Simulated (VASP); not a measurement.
# Hg2I (P-3m1) in VASP: notebook, part 2 of 2

VASP 6.6.1. The steps go on from the part before.

### Step 3. Relaxation of cell and atoms, PBE

INCAR

```
PREC     = Accurate       # precision mode
ENCUT    = 600            # plane-wave cutoff, eV
EDIFF    = 1E-6           # SCF threshold, eV
ISMEAR   = 0              # smearing method
SIGMA    = 0.1            # smearing width, eV
LREAL    = F              # projectors in reciprocal space
LASPH    = T              # aspherical terms in the spheres
NELM     = 100            # most SCF steps
ALGO     = Normal         # electronic algorithm
ISIF     = 3              # what is computed and relaxed
LWAVE    = F              # write WAVECAR
LCHARG   = F              # write CHGCAR
GGA      = PE             # functional
IBRION   = 2              # ionic algorithm
NSW      = 80             # ionic steps
EDIFFG   = -0.001         # ionic threshold
```

KPOINTS

```
Automatic mesh
0
Gamma
  12 12 6
```

POSCAR

```
Hg2I
1.0
    4.4214708878      0.0000000000      0.0000000000
   -2.2107354439      3.8291061109      0.0000000000
    0.0000000000      0.0000000000      5.8313248249
Hg I
2 1
Direct
    0.3333333333      0.6666666667      0.3662859820
    0.6666666667      0.3333333333      0.6337140180
    0.0000000000      0.0000000000      0.0000000000
```

Potentials or basis: VASP PAW PBE potentials, release 64 (Hg, I).

Started as:

```
cat potpaw_PBE.64/Hg/POTCAR potpaw_PBE.64/I/POTCAR > POTCAR
mpirun -np 1 vasp_std > vasp.out
```

OUTCAR:

```text
PREC = Accurate
   ENCUT = 600
   EDIFF = 1E-6
   ISMEAR = 0
   LREAL = F
   LASPH = T
   NELM = 100
   ISIF = 3
   GGA = PE
   IBRION = 2
   NSW = 80
   EDIFFG = -0.001

 ion  position               nearest neighbor table
   1  0.333  0.667  0.366-   2 2.99   2 2.99   2 2.99   3 3.33   3 3.33   3 3.33
   2  0.667  0.333  0.634-   1 2.99   1 2.99   1 2.99   3 3.33   3 3.33   3 3.33
   3  0.000  0.000  0.000-   1 3.33   2 3.33   1 3.33   2 3.33   2 3.33   1 3.33

  LATTYP: Found a hexagonal cell.
 ALAT       =     4.4214708878
 C/A-ratio  =     1.3188653670

  Lattice vectors:

 A1 = (   4.4214708878,   0.0000000000,   0.0000000000)
 A2 = (  -2.2107354439,   3.8291061109,   0.0000000000)
 A3 = (   0.0000000000,   0.0000000000,   5.8313248249)

Analysis of symmetry for initial positions (statically):
=====================================================================
 Subroutine PRICEL returns:
 Original cell was already a primitive cell.

 Routine SETGRP: Setting up the symmetry group for a
 hexagonal supercell.

 Subroutine GETGRP returns: Found 12 space group operations
 (whereof 12 operations were pure point group operations)
 out of a pool of 24 trial point group operations.

The static configuration has the point symmetry D_3d.

Analysis of symmetry for dynamics (positions and initial velocities):
=====================================================================
 Subroutine PRICEL returns:
 Original cell was already a primitive cell.

 Routine SETGRP: Setting up the symmetry group for a
 hexagonal supercell.

 Subroutine GETGRP returns: Found 12 space group operations
 (whereof 12 operations were pure point group operations)
 out of a pool of 24 trial point group operations.

The dynamic configuration has the point symmetry D_3d.

 Subroutine INISYM returns: Found 12 space group operations
 (whereof 12 operations are pure point group operations),
 and found     1 'primitive' translations

----------------------------------------------------------------------------------------

                                     Primitive cell

  volume of cell :      98.7260

  direct lattice vectors                    reciprocal lattice vectors
     4.421470888  0.000000000  0.000000000     0.226169079  0.130578779  0.000000000
    -2.210735444  3.829106111  0.000000000     0.000000000  0.261157558  0.000000000
     0.000000000  0.000000000  5.831324825     0.000000000  0.000000000  0.171487617

  length of vectors
     4.421470888  4.421470888  5.831324825     0.261157558  0.261157558  0.171487617

  position of ions in fractional coordinates (direct lattice)
     0.333333333  0.666666667  0.366285982
     0.666666667  0.333333333  0.633714018
     0.000000000  0.000000000  0.000000000

  ion indices of the primitive-cell ions
   primitive index   ion index
                 1           1
                 2           2
                 3           3

----------------------------------------------------------------------------------------

 KPOINTS: Automatic mesh

Automatic generation of k-mesh.
 Grid dimensions read from file:
 generate k-points for:   12   12    6

 Generating k-lattice:

  Cartesian coordinates                     Fractional coordinates (reciprocal lattice)
     0.018847423  0.010881565  0.000000000     0.083333333  0.000000000  0.000000000
[... 57 lines left out ...]
   ENCUT  =  600.0 eV  44.10 Ry    6.64 a.u.   8.83  8.83 11.65*2*pi/ulx,y,z
   NELM   =    100;   NELMIN=  2; NELMDL= -5     # of ELM steps
   EDIFF  = 0.1E-05   stopping-criterion for ELM
   LREAL  =      F    real-space projection
   EDIFFG = -.1E-02   stopping-criterion for IOM
   NSW    =     80    number of steps for IOM
   IBRION =      2    ionic relax: 0-MD 1-quasi-New 2-CG
   NFREE  =      1    steps in history (QN), initial steepest desc. (CG)
   ISIF   =      3    stress and relaxation
   ISYM   =      2    0-nonsym 1-usesym 2-fastsym
   POTIM  = 0.5000    time-step for ionic-motion
   TEBEG  =    0.0;   TEEND  =   0.0 temperature during run
   PSTRESS=    0.0 pullay stress
   NELECT =      31.0000    total number of electrons
   NUPDOWN=      -1.0000    fix difference up-down
   EMIN   =  10.00;   EMAX   =-10.00  energy-range for DOS
   EFERMI =   0.00;   METHOD = LEGACY
   ISMEAR =     0;   SIGMA  =   0.10  broadening in eV -4-tet -1-fermi 0-gaus
   EFERMI_NEDOS =   21; number of points for ismear=-14 and -15
   IALGO  =     38    algorithm
   IMIX   =      4    mixing-type and parameters
     AMIX     =   0.40;   BMIX     =  1.00
     AMIX_MAG =   1.60;   BMIX_MAG =  1.00
  volume/ion in A,a.u.               =      32.91       222.08
  Fermi-wavevector in a.u.,A,eV,Ry     =   1.112718  2.102731 16.845921  1.238140
  Thomas-Fermi vector in A             =   2.249295
   LORBIT       =      0    0 simple, 1 ext, 2 COOP (PROOUT), +10 PAW based schemes
   GGA     = PE    functional components
   LHFCALC =     F    Hartree Fock is set to
   AEXX    =    0.0000 exact exchange contribution
   IVDW    =     0    specifies the selected vdW correction
   LEPSILON=     F    determine dielectric tensor
   LRPA    =     F    only Hartree local field effects (RPA)
 conjugate gradient relaxation of ions
 non-spin polarized calculation
 Gauss-broadening in eV      SIGMA  =   0.10
  energy-cutoff  :      600.00
  volume of cell :       98.73
 maximum number of plane-waves:      3315
   NGX = 17   NGY = 17   NGZ = 23

--------------------------------------- Ionic step        1  -------------------------------------------

 number of electron      30.9999998 magnetization

 Free energy of the ion-electron system (eV)
  ---------------------------------------------------
  ext. energy  EPLUGINS =         0.00000000
  ---------------------------------------------------
  free energy    TOTEN  =        -2.26057488 eV

  energy without entropy =       -2.25704153  energy(sigma->0) =       -2.25880821

------------------------ aborting loop because EDIFF is reached ----------------------------------------

  FORCE on cell =-STRESS in cart. coord.  units (eV):
  Direction    XX          YY          ZZ          XY          YZ          ZX
  --------------------------------------------------------------------------------------
  -------------------------------------------------------------------------------------
  Total        0.0895002      0.0895002      0.0804729      0.0000000      0.0000000      0.0000000
  in kB        1.4524565      1.4524565      1.3059576      0.0000000      0.0000000      0.0000000
  external PRESSURE =       1.4036236 kB  Pullay stress =       0.0000000 kB
[... 92 lines left out ...]
  FREE ENERGIE OF THE ION-ELECTRON SYSTEM (eV)
  ---------------------------------------------------
  free  energy   TOTEN  =        -2.2608821839 eV

  energy  without entropy=       -2.2573293827  energy(sigma->0) =       -2.25910578

[... ionic steps 4 to 33 ...]

--------------------------------------- Ionic step       34  -------------------------------------------

 number of electron      30.9999998 magnetization

------------------------ aborting loop because EDIFF is reached ----------------------------------------
[... 69 lines left out ...]
--------------------------------------- Ionic step       36  -------------------------------------------

 number of electron      30.9999998 magnetization

 Free energy of the ion-electron system (eV)
  ---------------------------------------------------
  ext. energy  EPLUGINS =         0.00000000
  ---------------------------------------------------
  free energy    TOTEN  =        -2.26090819 eV

  energy without entropy =       -2.25737970  energy(sigma->0) =       -2.25914394

 E-fermi :   1.9372     XC(G=0):  -9.0519

 val. band max:        1.9309311387   @ k =   0.2500  -0.0000   0.1667
 cond. band min:       1.9421133914   @ k =   0.5000  -0.0000   0.3333
 fundamental gap:      0.0111822527
 Fermi energy:         1.9372169735

 k-point     1 :       0.0000    0.0000    0.0000
  band No.  band energies     occupation
      1     -10.5834      2.00000
      2      -4.7976      2.00000
      3      -4.7976      2.00000
      4      -4.4745      2.00000
      5      -4.4703      2.00000
      6      -4.4703      2.00000
[... 505 lines left out ...]
      6      -4.3999      2.00000
[... 11 lines left out ...]
     18       6.3805      0.00000
     19       6.4305      0.00000

 [... further k-points ...]

------------------------ aborting loop because EDIFF is reached ----------------------------------------

  FORCE on cell =-STRESS in cart. coord.  units (eV):
  Direction    XX          YY          ZZ          XY          YZ          ZX
  --------------------------------------------------------------------------------------
  -------------------------------------------------------------------------------------
  Total       -0.0009602     -0.0009602      0.0012891      0.0000000     -0.0000000      0.0000000
  in kB       -0.0154951     -0.0154951      0.0208027      0.0000000     -0.0000000      0.0000000
  external PRESSURE =      -0.0033959 kB  Pullay stress =       0.0000000 kB
[... 18 lines left out ...]
  FREE ENERGIE OF THE ION-ELECTRON SYSTEM (eV)
  ---------------------------------------------------
  free  energy   TOTEN  =        -2.2609081895 eV

  energy  without entropy=       -2.2573796979  energy(sigma->0) =       -2.25914394

 reached required accuracy - stopping structural energy minimisation
```

Wall time 10 min (1 thread of Intel Xeon 6975P-C (Granite Rapids), shared host); peak memory 0.42 GiB.

What came out:

```
Free energy                           : -2.2609 eV
Relaxed volume                        : 33.10 Å³/atom
Relaxed cell                          : a = 4.429 Å, b = 4.429 Å, c = 5.846 Å, α = 90.00°, β = 90.00°, γ = 120.00°
Space group after relaxing (to 0.1 Å) : P-3m1 (No. 164)
Energy gained by relaxing             : 0.1 meV/atom
Ionic steps                           : 36
Pressure after relaxing               : 0.0 GPa
Band gap on the k mesh                : zero (an odd number of electrons rules out a gap without spin polarisation)
```

The path:
| step | energy change (eV) | largest force (eV/Å) | pressure (GPa) | volume (Å³) |
| --- | --- | --- | --- | --- |
| 1 | 0.0000 | 0.0198 | 0.14 | 98.73 |
| 2 | -0.0003 | 0.0133 | 0.04 | 99.14 |
| 3 | -0.0003 | 0.0116 | 0.00 | 99.26 |
| 4 | -0.0003 | 0.0113 | 0.02 | 99.28 |
| 5 | -0.0003 | 0.0110 | 0.00 | 99.31 |
| 6 | -0.0003 | 0.0107 | 0.00 | 99.32 |
| 7 | -0.0003 | 0.0107 | 0.00 | 99.34 |
| 8 | -0.0003 | 0.0080 | -0.01 | 99.33 |
| 9 | -0.0003 | 0.0025 | -0.01 | 99.30 |
| 10 | -0.0003 | 0.0003 | 0.00 | 99.29 |
| 11 | -0.0003 | 0.0013 | 0.01 | 99.29 |
| 12 | -0.0003 | 0.0026 | 0.02 | 99.30 |
| 13 | -0.0003 | 0.0005 | -0.01 | 99.34 |
| 14 | -0.0003 | 0.0002 | -0.01 | 99.33 |
| 15 | -0.0003 | 0.0005 | -0.01 | 99.32 |
| 16 | -0.0003 | 0.0008 | -0.01 | 99.32 |
| 17 | -0.0003 | 0.0012 | -0.01 | 99.31 |
| 18 | -0.0003 | 0.0008 | 0.00 | 99.31 |
| 19 | -0.0003 | 0.0006 | 0.00 | 99.32 |
| 20 | -0.0003 | 0.0006 | 0.00 | 99.32 |
| 21 | -0.0003 | 0.0010 | 0.00 | 99.31 |
| 22 | -0.0003 | 0.0013 | -0.01 | 99.30 |
| 23 | -0.0003 | 0.0025 | 0.02 | 99.26 |
| 24 | -0.0003 | 0.0018 | 0.00 | 99.28 |
| 25 | -0.0003 | 0.0021 | -0.01 | 99.28 |
| 26 | -0.0003 | 0.0023 | 0.01 | 99.27 |
| 27 | -0.0003 | 0.0027 | -0.01 | 99.27 |
| 28 | -0.0003 | 0.0026 | 0.00 | 99.27 |
| 29 | -0.0003 | 0.0019 | 0.01 | 99.26 |
| 30 | -0.0003 | 0.0018 | 0.00 | 99.26 |
| 31 | -0.0003 | 0.0014 | 0.00 | 99.26 |
| 32 | -0.0003 | 0.0016 | 0.01 | 99.26 |
| 33 | -0.0003 | 0.0012 | 0.02 | 99.26 |
| 34 | -0.0003 | 0.0014 | 0.01 | 99.27 |
| 35 | -0.0003 | 0.0005 | 0.02 | 99.28 |
| 36 | -0.0003 | 0.0007 | 0.00 | 99.29 |

Final structure:
```
Hg I
1.0
     4.42857    0.00000    0.00000
    -2.21428    3.83525    0.00000
     0.00000    0.00000    5.84564
Hg I
2 1
Direct
  0.33333 0.66667 0.36548
  0.66667 0.33333 0.63452
  0.00000 0.00000 0.00000
```

Caveat: spin-orbit coupling is left out, which moves the levels of the heavy elements; an odd number of electrons without spin polarisation forces a metal; a magnetic or distorted state may lie lower.
